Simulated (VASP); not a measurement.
# C (Fd-3m) in VASP: notebook, part 2 of 2

VASP 6.6.1. The steps go on from the part before.

## Step 3: Single point, PBE (volume scaled by 0.97)

Input file INCAR:

```
SYSTEM = C
PREC     = Accurate       ! precision mode
ENCUT    = 520            ! plane-wave cutoff, eV
EDIFF    = 1E-6           ! SCF threshold, eV
ISMEAR   = 0              ! smearing method
SIGMA    = 0.02           ! smearing width, eV
LREAL    = .FALSE.        ! projectors in reciprocal space
LASPH    = .TRUE.         ! aspherical terms in the spheres
NELM     = 100            ! most SCF steps
ALGO     = Normal         ! electronic algorithm
ISIF     = 2              ! what is computed and relaxed
LWAVE    = .FALSE.        ! write WAVECAR
LCHARG   = .FALSE.        ! write CHGCAR
GGA      = PE             ! functional
NBANDS   = 11             ! bands
```

Input file KPOINTS:

```
regular mesh
0
G
  12 12 12
  0 0 0
```

Input file POSCAR:

```
C
1.0
    0.0000000000      1.7676978845      1.7676978845
    1.7676978845      0.0000000000      1.7676978845
    1.7676978845      1.7676978845      0.0000000000
C
2
Direct
    0.0000000000      0.0000000000      0.0000000000
    0.2500000000      0.2500000000      0.2500000000
```

Potentials or basis: VASP PAW PBE potentials, release 64 (C).

Command:

```bash
> cat potpaw_PBE.64/C/POTCAR > POTCAR
> mpirun -np 1 vasp_std > vasp.out
```

OUTCAR:

```text
SYSTEM = C
   PREC = Accurate
   ENCUT = 520
   EDIFF = 1E-6
   ISMEAR = 0
   LREAL = .FALSE.
   LASPH = .TRUE.
   NELM = 100
   ISIF = 2
   GGA = PE

 ion  position               nearest neighbor table
   1  0.000  0.000  0.000-   2 1.53   2 1.53   2 1.53   2 1.53
   2  0.250  0.250  0.250-   1 1.53   1 1.53   1 1.53   1 1.53

  LATTYP: Found a face centered cubic cell.
 ALAT       =     3.5353957690

  Lattice vectors:

 A1 = (   0.0000000000,   1.7676978845,   1.7676978845)
 A2 = (   1.7676978845,   0.0000000000,   1.7676978845)
 A3 = (   1.7676978845,   1.7676978845,   0.0000000000)

Analysis of symmetry for initial positions (statically):
=====================================================================
 Subroutine PRICEL returns:
 Original cell was already a primitive cell.

 Routine SETGRP: Setting up the symmetry group for a
 face centered cubic supercell.

 Subroutine GETGRP returns: Found 48 space group operations
 (whereof 24 operations were pure point group operations)
 out of a pool of 48 trial point group operations.

The static configuration has the point symmetry T_d .
 The point group associated with its full space group is O_h .

Analysis of symmetry for dynamics (positions and initial velocities):
=====================================================================
 Subroutine PRICEL returns:
 Original cell was already a primitive cell.

 Routine SETGRP: Setting up the symmetry group for a
 face centered cubic supercell.

 Subroutine GETGRP returns: Found 48 space group operations
 (whereof 24 operations were pure point group operations)
 out of a pool of 48 trial point group operations.

The dynamic configuration has the point symmetry T_d .
 The point group associated with its full space group is O_h .

 Subroutine INISYM returns: Found 48 space group operations
 (whereof 24 operations are pure point group operations),
 and found     1 'primitive' translations

----------------------------------------------------------------------------------------

                                     Primitive cell

  volume of cell :      11.0472

  direct lattice vectors                    reciprocal lattice vectors
     0.000000000  1.767697884  1.767697884    -0.282853764  0.282853764  0.282853764
     1.767697884  0.000000000  1.767697884     0.282853764 -0.282853764  0.282853764
     1.767697884  1.767697884  0.000000000     0.282853764  0.282853764 -0.282853764

  length of vectors
     2.499902322  2.499902322  2.499902322     0.489917090  0.489917090  0.489917090

  position of ions in fractional coordinates (direct lattice)
     0.000000000  0.000000000  0.000000000
     0.250000000  0.250000000  0.250000000

  ion indices of the primitive-cell ions
   primitive index   ion index
                 1           1
                 2           2

----------------------------------------------------------------------------------------

 KPOINTS: regular mesh

Automatic generation of k-mesh.
 Grid dimensions read from file:
[... 23 lines left out ...]
  0.083333  0.000000  0.000000      8.000000
  0.166667  0.000000  0.000000      8.000000
  0.250000  0.000000  0.000000      8.000000
  0.333333  0.000000  0.000000      8.000000
  0.416667  0.000000  0.000000      8.000000
[... 16 lines left out ...]
  0.500000  0.166667  0.000000     24.000000
 -0.416667  0.166667  0.000000     24.000000
 [... further k-points ...]
   k-points           NKPTS =     72   k-points in BZ     NKDIM =     72   number of bands    NBANDS=     11
   number of dos      NEDOS =    301   number of ions     NIONS =      2
   total plane-waves  NPLWV =   8000
   dimension x,y,z NGX =    20 NGY =   20 NGZ =   20
   dimension x,y,z NGXF=    40 NGYF=   40 NGZF=   40
   ions per type =               2
   NGX,Y,Z   is equivalent  to a cutoff of  13.30, 13.30, 13.30 a.u.
   NGXF,Y,Z  is equivalent  to a cutoff of  26.60, 26.60, 26.60 a.u.
 SYSTEM =  C
   PREC   = accura    normal or accurate (medium, high low for compatibility)
   ISTART =      0    job   : 0-new  1-cont  2-samecut
   ICHARG =      2    charge: 1-file 2-atom 10-const
   ISPIN  =      1    spin polarized calculation?
   LNONCOLLINEAR =      F non collinear calculations
   LSORBIT =      F    spin-orbit coupling
   LASPH  =      T    aspherical Exc in radial PAW
   ENCUT  =  520.0 eV  38.22 Ry    6.18 a.u.   4.65  4.65  4.65*2*pi/ulx,y,z
   NELM   =    100;   NELMIN=  2; NELMDL= -5     # of ELM steps
   EDIFF  = 0.1E-05   stopping-criterion for ELM
   LREAL  =      F    real-space projection
   EDIFFG = 0.1E-04   stopping-criterion for IOM
   NSW    =      0    number of steps for IOM
   IBRION =     -1    ionic relax: 0-MD 1-quasi-New 2-CG
   NFREE  =      0    steps in history (QN), initial steepest desc. (CG)
   ISIF   =      2    stress and relaxation
   ISYM   =      2    0-nonsym 1-usesym 2-fastsym
   POTIM  = 0.5000    time-step for ionic-motion
   TEBEG  =    0.0;   TEEND  =   0.0 temperature during run
   PSTRESS=    0.0 pullay stress
   NELECT =       8.0000    total number of electrons
   NUPDOWN=      -1.0000    fix difference up-down
   EMIN   =  10.00;   EMAX   =-10.00  energy-range for DOS
   EFERMI =   0.00;   METHOD = LEGACY
   ISMEAR =     0;   SIGMA  =   0.02  broadening in eV -4-tet -1-fermi 0-gaus
   EFERMI_NEDOS =   21; number of points for ismear=-14 and -15
   IALGO  =     38    algorithm
   IMIX   =      4    mixing-type and parameters
     AMIX     =   0.40;   BMIX     =  1.00
     AMIX_MAG =   1.60;   BMIX_MAG =  1.00
  volume/ion in A,a.u.               =       5.52        37.28
  Fermi-wavevector in a.u.,A,eV,Ry     =   1.470122  2.778128 29.405720  2.161259
  Thomas-Fermi vector in A             =   2.585417
   LORBIT       =      0    0 simple, 1 ext, 2 COOP (PROOUT), +10 PAW based schemes
   GGA     = PE    functional components
   LHFCALC =     F    Hartree Fock is set to
   AEXX    =    0.0000 exact exchange contribution
   IVDW    =     0    specifies the selected vdW correction
   LEPSILON=     F    determine dielectric tensor
   LRPA    =     F    only Hartree local field effects (RPA)
 non-spin polarized calculation
 Gauss-broadening in eV      SIGMA  =   0.02
  energy-cutoff  :      520.00
  volume of cell :       11.05
 maximum number of plane-waves:       310
   NGX =  9   NGY =  9   NGZ =  9

 number of electron       7.9999999 magnetization

 Free energy of the ion-electron system (eV)
  ---------------------------------------------------
  ext. energy  EPLUGINS =         0.00000000
  ---------------------------------------------------
  free energy    TOTEN  =       -18.16909846 eV

  energy without entropy =      -18.16909846  energy(sigma->0) =      -18.16909846

 E-fermi :  10.3802     XC(G=0): -13.3843

 val. band max:       10.1169375048   @ k =   0.0000   0.0000   0.0000
 cond. band min:      14.3305994397   @ k =   0.3333   0.3333   0.0000
 fundamental gap:      4.2136619349
 Fermi energy:        10.3802488959

 k-point     1 :       0.0000    0.0000    0.0000
  band No.  band energies     occupation
      1     -11.7197      2.00000
      2      10.1169      2.00000
      3      10.1169      2.00000
      4      10.1169      2.00000
      5      15.7799      0.00000
      6      15.7799      0.00000
      7      15.7799      0.00000
      8      24.0612      0.00000
      9      29.7533      0.00000
     10      36.9442      0.00000
     11      36.9442      0.00000
[... 309 lines left out ...]
 k-point    24 :      -0.4167    0.1667    0.0000
  band No.  band energies     occupation
      1      -5.3862      2.00000
      2      -2.6752      2.00000
      3       4.5312      2.00000
      4       6.4371      2.00000
      5      17.7641      0.00000
      6      20.5192      0.00000
      7      21.6691      0.00000
      8      25.8789      0.00000
      9      29.8727      0.00000
     10      34.6018      0.00000
     11      35.1989      0.00000

 [... further k-points ...]

------------------------ aborting loop because EDIFF is reached ----------------------------------------

  FORCE on cell =-STRESS in cart. coord.  units (eV):
  Direction    XX          YY          ZZ          XY          YZ          ZX
  --------------------------------------------------------------------------------------
  -------------------------------------------------------------------------------------
  Total        1.0193516      1.0193516      1.0193516     -0.0000000     -0.0000000      0.0000000
  in kB      147.8360875    147.8360875    147.8360875     -0.0000000     -0.0000000      0.0000000
  external PRESSURE =     147.8360875 kB  Pullay stress =       0.0000000 kB

 VOLUME and BASIS-vectors are now :
 -----------------------------------------------------------------------------
  energy-cutoff  :      520.00
  volume of cell :       11.05
      direct lattice vectors                 reciprocal lattice vectors
     0.000000000  1.767697884  1.767697884    -0.282853764  0.282853764  0.282853764
     1.767697884  0.000000000  1.767697884     0.282853764 -0.282853764  0.282853764
     1.767697884  1.767697884  0.000000000     0.282853764  0.282853764 -0.282853764

 POSITION                                       TOTAL-FORCE (eV/Angst)
 -----------------------------------------------------------------------------------
      0.00000      0.00000      0.00000        -0.000000     -0.000000     -0.000000
      0.88385      0.88385      0.88385         0.000000      0.000000      0.000000
 -----------------------------------------------------------------------------------
    total drift:                                0.000000      0.000000      0.000000

  FREE ENERGIE OF THE ION-ELECTRON SYSTEM (eV)
  ---------------------------------------------------
  free  energy   TOTEN  =       -18.1690984618 eV

  energy  without entropy=      -18.1690984618  energy(sigma->0) =      -18.16909846
```

Run time: 5.5 s. Hardware: 1 thread of Intel Xeon Platinum 8559C (Emerald Rapids), shared host; peak memory 0.12 GiB.

What came out:

```yaml
Free_energy: -18.1691 eV
Pressure: 14.8 GPa
Band_gap_on_the_k_mesh: 4.21 eV, indirect (least direct gap 5.66 eV)
```

Levels at points of the mesh, in eV from the valence-band top:
```
           k point  band 2  band 3  band 4  band 5  band 6  band 7
(0.00, 0.00, 0.00)    0.00    0.00    0.00    5.66    5.66    5.66
(0.50, 0.00, 0.00)  -13.67   -2.87   -2.87    8.57    8.57    9.21
(0.50, 0.50, 0.00)  -12.95   -6.46   -6.46    4.81    4.81   17.22
```
